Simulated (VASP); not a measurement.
# KInN2Cl6 (Fm-3m) in VASP: single point with PBE

Aim: the single point of KInN2Cl6 with PBE.

Everything below comes from runs of VASP 6.6.1. Logs are shortened: lines on timing, memory, paths and dates and some standing lists are left out, and cuts for length are marked.

## 1. The cell of the first run

The structure is cubic, space group Fm-3m (No. 225). Conventional cell: a = 10.938 Å, b = 10.938 Å, c = 10.938 Å, α = 90.00°, β = 90.00°, γ = 90.00°. In (site symmetry m-3m) has 6 Cl at 2.51 Å within 3.3 Å. K (site symmetry m-3m) has 6 Cl at 2.96 Å within 3.9 Å. N (site symmetry -43m) has 12 Cl at 3.87 Å and 4 In at 4.74 Å and 4 K at 4.74 Å within 5.1 Å. Cl (site symmetry 4mm) has 1 In at 2.51 Å and 1 K at 2.96 Å within 3.3 Å.

## 2. Single point, PBE

The input, INCAR:

```
SYSTEM = KInN2Cl6
PREC = Accurate
ENCUT = 520
EDIFF = 1E-7
ISMEAR = -1
SIGMA = 0.0179
LREAL = .FALSE.
LASPH = .TRUE.
NELM = 60
ALGO = Normal
ISIF = 2
LWAVE = .FALSE.
LCHARG = .FALSE.
GGA = PE
NBANDS = 48
```

The input, KPOINTS:

```
Automatic mesh
0
G
  6 6 6
  0 0 0
```

The input, POSCAR:

```
KInN2Cl6
1.0
    0.0000000000      5.4689682674      5.4689682674
    5.4689682674      0.0000000000      5.4689682674
    5.4689682674      5.4689682674      0.0000000000
In K N Cl
1 1 2 6
Direct
    0.0000000000      0.0000000000      0.0000000000
    0.5000000000      0.5000000000      0.5000000000
    0.2500000000      0.2500000000      0.2500000000
    0.7500000000      0.7500000000      0.7500000000
    0.2293874388      0.2293874388      0.7706125612
    0.7706125612      0.7706125612      0.2293874388
    0.7706125612      0.2293874388      0.2293874388
    0.2293874388      0.7706125612      0.7706125612
    0.2293874388      0.7706125612      0.2293874388
    0.7706125612      0.2293874388      0.7706125612
```

Potentials or basis: VASP PAW PBE potentials, release 64 (In_d, K_sv, N, Cl).

The run is started by

```
cat potpaw_PBE.64/In_d/POTCAR potpaw_PBE.64/K_sv/POTCAR potpaw_PBE.64/N/POTCAR potpaw_PBE.64/Cl/POTCAR > POTCAR
mpirun -np 1 vasp_std > vasp.out
```

OUTCAR:

```text
SYSTEM = KInN2Cl6
   PREC = Accurate
   ENCUT = 520
   EDIFF = 1E-7
   ISMEAR = -1
   LREAL = .FALSE.
   LASPH = .TRUE.
   NELM = 60
   ISIF = 2
   GGA = PE

 ion  position               nearest neighbor table
   1  0.000  0.000  0.000-   5 2.51   6 2.51   7 2.51   8 2.51   9 2.51  10 2.51
   2  0.500  0.500  0.500-   5 2.96   6 2.96   7 2.96   8 2.96   9 2.96  10 2.96
   3  0.250  0.250  0.250-
   4  0.750  0.750  0.750-
   5  0.229  0.229  0.771-   1 2.51   2 2.96
   6  0.771  0.771  0.229-   1 2.51   2 2.96
   7  0.771  0.229  0.229-   1 2.51   2 2.96
   8  0.229  0.771  0.771-   1 2.51   2 2.96
   9  0.229  0.771  0.229-   1 2.51   2 2.96
  10  0.771  0.229  0.771-   1 2.51   2 2.96

  LATTYP: Found a face centered cubic cell.
 ALAT       =    10.9379365348

  Lattice vectors:

 A1 = (   0.0000000000,   5.4689682674,   5.4689682674)
 A2 = (   5.4689682674,   0.0000000000,   5.4689682674)
 A3 = (   5.4689682674,   5.4689682674,   0.0000000000)

Analysis of symmetry for initial positions (statically):
=====================================================================
 Subroutine PRICEL returns:
 Original cell was already a primitive cell.

 Routine SETGRP: Setting up the symmetry group for a
 face centered cubic supercell.

 Subroutine GETGRP returns: Found 48 space group operations
 (whereof 48 operations were pure point group operations)
 out of a pool of 48 trial point group operations.

The static configuration has the point symmetry O_h .

Analysis of symmetry for dynamics (positions and initial velocities):
=====================================================================
 Subroutine PRICEL returns:
 Original cell was already a primitive cell.

 Routine SETGRP: Setting up the symmetry group for a
 face centered cubic supercell.

 Subroutine GETGRP returns: Found 48 space group operations
 (whereof 48 operations were pure point group operations)
 out of a pool of 48 trial point group operations.

The dynamic configuration has the point symmetry O_h .

 Subroutine INISYM returns: Found 48 space group operations
 (whereof 48 operations are pure point group operations),
 and found     1 'primitive' translations

----------------------------------------------------------------------------------------
[... 105 lines left out ...]
   NFREE  =      0    steps in history (QN), initial steepest desc. (CG)
   ISIF   =      2    stress and relaxation
   ISYM   =      2    0-nonsym 1-usesym 2-fastsym
   POTIM  = 0.5000    time-step for ionic-motion
   TEBEG  =    0.0;   TEEND  =   0.0 temperature during run
   PSTRESS=    0.0 pullay stress
   NELECT =      74.0000    total number of electrons
   NUPDOWN=      -1.0000    fix difference up-down
   EMIN   =  10.00;   EMAX   =-10.00  energy-range for DOS
   EFERMI =   0.00;   METHOD = LEGACY
   ISMEAR =    -1;   SIGMA  =   0.02  broadening in eV -4-tet -1-fermi 0-gaus
   EFERMI_NEDOS =   21; number of points for ismear=-14 and -15
   IALGO  =     38    algorithm
   IMIX   =      4    mixing-type and parameters
     AMIX     =   0.40;   BMIX     =  1.00
     AMIX_MAG =   1.60;   BMIX_MAG =  1.00
  volume/ion in A,a.u.               =      32.71       220.77
  Fermi-wavevector in a.u.,A,eV,Ry     =   0.997478  1.884960 13.537285  0.994962
  Thomas-Fermi vector in A             =   2.129637
   LORBIT       =      0    0 simple, 1 ext, 2 COOP (PROOUT), +10 PAW based schemes
   GGA     = PE    functional components
   LHFCALC =     F    Hartree Fock is set to
   AEXX    =    0.0000 exact exchange contribution
   IVDW    =     0    specifies the selected vdW correction
   LEPSILON=     F    determine dielectric tensor
   LRPA    =     F    only Hartree local field effects (RPA)
 non-spin polarized calculation
  energy-cutoff  :      520.00
  volume of cell :      327.15
 maximum number of plane-waves:      8849
 NGX is ok and might be reduce to    60
   NGX = 29   NGY = 29   NGZ = 29

 number of electron      73.9999996 magnetization

 Free energy of the ion-electron system (eV)
  ---------------------------------------------------
  ext. energy  EPLUGINS =         0.00000000
  ---------------------------------------------------
  free energy    TOTEN  =       -21.88038905 eV

  energy without entropy =      -21.83460437  energy(sigma->0) =      -21.85749671

 E-fermi :  -2.2508     XC(G=0):  -7.1087

 val. band max:       -2.2617230684   @ k =   0.3333   0.1667   0.0000
 cond. band min:      -2.2465027214   @ k =  -0.3333   0.5000   0.1667
 fundamental gap:      0.0152203470
 Fermi energy:        -2.2507798729

 k-point     1 :       0.0000    0.0000    0.0000
  band No.  band energies     occupation
      1     -29.4430      2.00000
      2     -15.8490      2.00000
      3     -15.8490      2.00000
      4     -15.6222      2.00000
      5     -15.2094      2.00000
      6     -15.2094      2.00000
[... 805 lines left out ...]
     47       6.4912      0.00000
     48       6.5527      0.00000

------------------------ aborting loop because EDIFF is reached ----------------------------------------

  FORCE on cell =-STRESS in cart. coord.  units (eV):
  Direction    XX          YY          ZZ          XY          YZ          ZX
  --------------------------------------------------------------------------------------
  -------------------------------------------------------------------------------------
  Total       -0.1468850     -0.1468850     -0.1468850      0.0000000      0.0000000      0.0000000
  in kB       -0.7193528     -0.7193528     -0.7193528      0.0000000      0.0000000      0.0000000
  external PRESSURE =      -0.7193528 kB  Pullay stress =       0.0000000 kB

 VOLUME and BASIS-vectors are now :
 -----------------------------------------------------------------------------
  energy-cutoff  :      520.00
  volume of cell :      327.15
      direct lattice vectors                 reciprocal lattice vectors
     0.000000000  5.468968267  5.468968267    -0.091424922  0.091424922  0.091424922
     5.468968267  0.000000000  5.468968267     0.091424922 -0.091424922  0.091424922
     5.468968267  5.468968267  0.000000000     0.091424922  0.091424922 -0.091424922

 POSITION                                       TOTAL-FORCE (eV/Angst)
 -----------------------------------------------------------------------------------
      0.00000      0.00000      0.00000        -0.000000      0.000000      0.000000
      5.46897      5.46897      5.46897        -0.000000      0.000000      0.000000
      2.73448      2.73448      2.73448        -0.000000     -0.000000      0.000000
      8.20345      8.20345      8.20345        -0.000000      0.000000      0.000000
      5.46897      5.46897      2.50903        -0.000000      0.000000     -0.003346
      5.46897      5.46897      8.42891        -0.000000      0.000000      0.003346
      2.50903      5.46897      5.46897        -0.003346      0.000000      0.000000
      8.42891      5.46897      5.46897         0.003346      0.000000      0.000000
      5.46897      2.50903      5.46897        -0.000000     -0.003346      0.000000
      5.46897      8.42891      5.46897        -0.000000      0.003346      0.000000
 -----------------------------------------------------------------------------------
    total drift:                                0.000000      0.000000     -0.000000

  FREE ENERGIE OF THE ION-ELECTRON SYSTEM (eV)
  ---------------------------------------------------
  free  energy   TOTEN  =       -21.8803890525 eV

  energy  without entropy=      -21.8346043652  energy(sigma->0) =      -21.85749671
```

stdout:

```text
POSCAR found type information on POSCAR InK N Cl
 POSCAR found :  4 types and      10 ions
 scaLAPACK will be used
 LDA part: xc-table for (Slater+PW92), standard interpolation
 POSCAR, INCAR and KPOINTS ok, starting setup
 FFT: planning ... GRIDC
 FFT: planning ... GRID_SOFT
 FFT: planning ... GRID
 WAVECAR not read
 entering main loop
```

It took 4 min on 1 thread of Intel Xeon Platinum 8559C (Emerald Rapids), shared host; peak memory 0.65 GiB.

Results:

| Item | Value |
| --- | --- |
| Free energy | -21.8804 eV |
| Pressure | -0.1 GPa |
| Largest force | 0.003 eV/Å |
| Band gap on the k mesh | zero (bands 37 and 38 overlap by 0.09 eV) |

Forces in eV/Å, atoms in the order of the input:
```
In   0.000  0.000  0.000
K    0.000  0.000  0.000
N    0.000  0.000  0.000
N    0.000  0.000  0.000
Cl   0.000  0.000 -0.003
Cl   0.000  0.000  0.003
Cl  -0.003  0.000  0.000
Cl   0.003  0.000  0.000
Cl   0.000 -0.003  0.000
Cl   0.000  0.003  0.000
```

Levels at points of the mesh, in eV from the Fermi level:
| k point | band 34 | band 35 | band 36 | band 37 | band 38 | band 39 | band 40 | band 41 |
| --- | --- | --- | --- | --- | --- | --- | --- | --- |
| (0.00, 0.00, 0.00) | -0.03 | -0.03 | 0.08 | 0.08 | 0.08 | 0.11 | 0.11 | 0.11 |
| (0.50, 0.00, 0.00) | -0.23 | -0.14 | -0.13 | -0.11 | 0.09 | 0.09 | 0.09 | 0.09 |
| (0.50, 0.50, 0.00) | -0.45 | -0.14 | -0.12 | -0.03 | 0.03 | 0.03 | 0.08 | 0.08 |

Caveat: spin-orbit coupling is left out, which moves the levels of the heavy elements.
